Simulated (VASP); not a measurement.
# FeO (R-3m) in VASP: notebook, part 2 of 2

VASP 6.6.1. Earlier steps stand in the parts before.

**3. Single point, PBE, collinear spin, ferromagnetic start**

This run uses another cell than the first one, of 10.44 Å³/atom.

INCAR

```
ALGO = Normal
EDIFF = 1E-7
ENCUT = 520
GGA = PE
ISIF = 2
ISMEAR = -1
ISPIN = 2
LASPH = True
LCHARG = True
LELF = True
LMAXMIX = 4
LORBIT = 11
LREAL = False
LVHAR = True
LWAVE = False
MAGMOM = 3 0
NBANDS = 18
NELM = 150
PREC = Accurate
SIGMA = 0.05
```

KPOINTS

```
k-points
0
Gamma
  11 11 11
```

POSCAR

```
FeO
1.0
    1.5376539018      0.8877648994      2.5489009368
   -1.5376539018      0.8877648994      2.5489009368
    0.0000000000     -1.7755297887      2.5489009368
Fe O
1 1
Direct
    0.0000000000      0.0000000000      0.0000000000
    0.5000000000      0.5000000000      0.5000000000
```

Potentials or basis: VASP PAW PBE potentials, release 64 (Fe, O).

Run with:

```console
> cat potpaw_PBE.64/Fe/POTCAR potpaw_PBE.64/O/POTCAR > POTCAR
> mpirun -np 1 vasp_std > vasp.out
```

OUTCAR:

```text
EDIFF = 1E-7
   ENCUT = 520
   GGA = PE
   ISIF = 2
   ISMEAR = -1
   ISPIN = 2
   LASPH = True
   LORBIT = 11
   LREAL = False
   NELM = 150
   PREC = Accurate

 ion  position               nearest neighbor table
   1  0.000  0.000  0.000-   2 2.19   2 2.19   2 2.19   2 2.19   2 2.19   2 2.19
   2  0.500  0.500  0.500-   1 2.19   1 2.19   1 2.19   1 2.19   1 2.19   1 2.19

  LATTYP: Found a trigonal (rhomboedric) cell.
 ALAT       =     3.1063486643
 COS(alpha) =     0.5099427872

  Lattice vectors:

 A1 = (   1.5376539018,   0.8877648994,   2.5489009368)
 A2 = (  -1.5376539018,   0.8877648994,   2.5489009368)
 A3 = (   0.0000000000,  -1.7755297887,   2.5489009368)

Analysis of symmetry for initial positions (statically):
=====================================================================
 Subroutine PRICEL returns:
 Original cell was already a primitive cell.

 Routine SETGRP: Setting up the symmetry group for a
 trigonal (rhombohedral) supercell.

 Subroutine GETGRP returns: Found 12 space group operations
 (whereof 12 operations were pure point group operations)
[... 693 lines left out ...]

 k-point     1 :       0.0000    0.0000    0.0000
  band No.  band energies     occupation
      1     -14.1111      1.00000
      2       2.5844      1.00000
      3       2.6790      1.00000
      4       2.6790      1.00000
      5       5.0214      1.00000
      6       5.0985      1.00000
[... 493 lines left out ...]
     17      32.5572      0.00000
     18      34.1864      0.00000

 [... further k-points ...]
[... 5 lines left out ...]
  --------------------------------------------------------------------------------------
  -------------------------------------------------------------------------------------
  Total       -0.8846555     -0.8846555     -1.0179305      0.0000000     -0.0000000     -0.0000000
  in kB      -67.8928439    -67.8928442    -78.1210267      0.0000000     -0.0000001     -0.0000000
  external PRESSURE =     -71.3022383 kB  Pullay stress =       0.0000000 kB

 VOLUME and BASIS-vectors are now :
 -----------------------------------------------------------------------------
  energy-cutoff  :      520.00
  volume of cell :       20.88
      direct lattice vectors                 reciprocal lattice vectors
     1.537653902  0.887764899  2.548900937     0.325170703  0.187737392  0.130775319
    -1.537653902  0.887764899  2.548900937    -0.325170703  0.187737392  0.130775319
     0.000000000 -1.775529789  2.548900937     0.000000000 -0.375474785  0.130775320

 POSITION                                       TOTAL-FORCE (eV/Angst)
 -----------------------------------------------------------------------------------
      0.00000      0.00000      0.00000         0.000000      0.000000      0.000000
      0.00000      0.00000      3.82335        -0.000000     -0.000000      0.000000
 -----------------------------------------------------------------------------------
    total drift:                               -0.000000      0.000000     -0.000000

  FREE ENERGIE OF THE ION-ELECTRON SYSTEM (eV)
  ---------------------------------------------------
  free  energy   TOTEN  =       -14.9162328150 eV

  energy  without entropy=      -14.9036004853  energy(sigma->0) =      -14.90991665

 total charge

# of ion       s       p       d       tot
------------------------------------------
    1        0.277   0.331   6.059   6.666
    2        1.556   3.416   0.000   4.972
--------------------------------------------------
tot          1.833   3.747   6.059  11.638

 magnetization (x)

# of ion       s       p       d       tot
------------------------------------------
    1        0.027   0.020   3.577   3.625
    2        0.028   0.265   0.000   0.294
--------------------------------------------------
tot          0.055   0.285   3.577   3.918
```

Wall time 2.9 min (1 thread of Intel Xeon 8259CL, shared host); peak memory 0.21 GiB.

Results:

```yaml
Free_energy: -14.9162 eV
Pressure: -7.1 GPa
Band_gap_on_the_k_mesh: zero (filled and empty bands overlap)
Net_moment: 4.00 μB per cell
Site_moments: Fe +3.62; O +0.29 μB
Valence_electrons_inside_the_program's_atomic_spheres: Fe 6.67; O 4.97
```

Stress tensor (GPa, compression positive):
```
-6.79  0.00  0.00
 0.00 -6.79  0.00
 0.00  0.00 -7.81
```

Caveat: the cell stands under tension; a cell with one magnetic atom can't hold antiferromagnetic order, which such compounds often take; semilocal functionals often make such compounds metallic where correlation or magnetic order opens a gap, which also shifts bond lengths. With open d or f shells a metallic result of PBE can be an artefact of self-interaction; +U or a hybrid may open a gap.

**4. Single point, PBE, collinear spin, ferromagnetic start**

This run uses another cell than the first one, of 10.04 Å³/atom.

INCAR

```
SYSTEM = FeO
  ALGO = Normal
  EDIFF = 1E-6
  ENCUT = 600
  GGA = PE
  GGA_COMPAT = .False.
  ISIF = 2
  ISMEAR = -1
  ISPIN = 2
  LASPH = .True.
  LCHARG = .True.
  LELF = .True.
  LMAXMIX = 4
  LORBIT = 11
  LREAL = .False.
  LVHAR = .True.
  LWAVE = .False.
  MAGMOM = 4.5 0
  NBANDS = 22
  NELM = 200
  PREC = Accurate
  SIGMA = 0.05
```

KPOINTS

```
k-points
0
Gamma
  11 11 11
  0 0 0
```

POSCAR

```
FeO
1.0
    1.5176821100      0.8762341800      2.5157945800
   -1.5176821100      0.8762341800      2.5157945800
    0.0000000000     -1.7524683500      2.5157945800
Fe O
1 1
Direct
    0.0000000000      0.0000000000      0.0000000000
    0.5000000000      0.5000000000      0.5000000000
```

Potentials or basis: VASP PAW PBE potentials, release 64 (Fe_sv, O).

Run with:

```console
> cat potpaw_PBE.64/Fe_sv/POTCAR potpaw_PBE.64/O/POTCAR > POTCAR
> mpirun -np 1 vasp_std > vasp.out
```

Run time: 2.9 min. Hardware: 1 thread of AMD EPYC 7R43 (Zen 3), shared host; peak memory 0.2 GiB.

It converged, with:

- Free energy: -15.0386 eV
- Pressure: -3.0 GPa
- Band gap on the k mesh: zero (filled and empty bands overlap)
- Net moment: 4.00 μB per cell
- Site moments: Fe +3.48; O +0.30 μB
- Valence electrons inside the program's atomic spheres: Fe 13.61; O 4.99

Stress tensor (GPa, compression positive):
```
-2.74  0.00  0.00
 0.00 -2.74  0.00
 0.00  0.00 -3.65
```

Levels at points of the mesh, in eV from the Fermi level:
Spin up:
| k point | band 9 | band 10 | band 11 | band 12 | band 13 | band 14 | band 15 | band 16 | band 17 | band 18 |
| --- | --- | --- | --- | --- | --- | --- | --- | --- | --- | --- |
| (0.00, 0.00, 0.00) | -3.85 | -3.83 | -3.83 | -3.68 | -3.68 | 0.00 | 15.23 | 16.67 | 17.06 | 17.06 |
Spin down:
```csv
k point,band 7,band 8,band 9,band 10,band 11,band 12
"(0.00, 0.00, 0.00)",-3.29,-3.29,-0.79,-0.71,-0.71,0.22
```

Caveat: the cell stands under tension; a cell with one magnetic atom can't hold antiferromagnetic order, which such compounds often take; semilocal functionals often make such compounds metallic where correlation or magnetic order opens a gap, which also shifts bond lengths.

**5. Overview**

| potentials or basis | cell | cutoff (eV) | gap on the mesh (eV) | pressure (GPa) | moment (μB) |
| --- | --- | --- | --- | --- | --- |
| VASP PAW PBE potentials, release 64 (Fe, O) | a = 3.025 Å, angles 59.3°, 2 atoms | 520 | none | 7.7 | 4.00 |
| VASP PAW PBE potentials, release 64 (Fe, O) | a = 3.106 Å, angles 59.3°, 2 atoms | 520 | none | -7.1 | 4.00 |
| VASP PAW PBE potentials, release 64 (Fe_sv, O) | a = 3.066 Å, angles 59.3°, 2 atoms | 600 | none | -3.0 | 4.00 |

Alike in all rows: task single point; level PBE; spin collinear, ferromagnetic start; k mesh 11 × 11 × 11; smearing fermi-dirac 0.05 eV.

Caveats: a cell with one magnetic atom can't hold antiferromagnetic order, which such compounds often take; semilocal functionals often make such compounds metallic where correlation or magnetic order opens a gap, which also shifts bond lengths; the cell stands under tension (at least some runs); the cell stands under pressure (at least some runs).

Absolute energies hang on the potentials; compare differences alone.
